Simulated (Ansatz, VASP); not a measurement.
# One calculation of Sc2BSb3, two programs

```
CELL_PARAMETERS angstrom
3.71414 0.00000 0.00000
0.00000 3.71414 0.00000
0.00000 0.00000 9.02435
ATOMIC_POSITIONS crystal
Sc 0.50000 0.00000 0.75536
Sc 0.00000 0.50000 0.24464
B 0.50000 0.50000 0.00000
Sb 0.50000 0.00000 0.39695
Sb 0.00000 0.50000 0.60305
Sb 0.00000 0.00000 0.00000
```

Change from the starting cell: species swapped into the Hf2SiAs3 type (P-4m2, No. 115).

Alike in both runs: functional PBE; k mesh 6 × 6 × 2; occupations gaussian, width 0.1 eV; no spin polarisation.

Ansatz relaxed the structure, and its values are those at the end. VASP's run is a single point on that final structure, the one shown.

|  | VASP | Ansatz |
| --- | --- | --- |
| version | VASP 6.6.1 | Ansatz 0.2.0 |
| potentials or method | VASP PAW PBE potentials, release 64 (Sc_sv, B, Sb), cutoff 520 eV | scalar-relativistic, plane waves, PAW |
| valence electrons in the cell | 40 | 70 |

```csv
,VASP,Ansatz,Ansatz less VASP
gap on the k mesh at the Fermi level (eV),none,none,-
pressure (GPa),0.2,0.1,-0.05
rms of the force components (eV/Å),0.006,0.004,-0.0020
```

A gap of «none» marks a metal or a gap that the smearing closes. VASP's potentials hold 40 valence electrons a cell and Ansatz's 70, so a difference there can come from the potentials and not from the codes.

Neither program's run includes spin-orbit coupling.
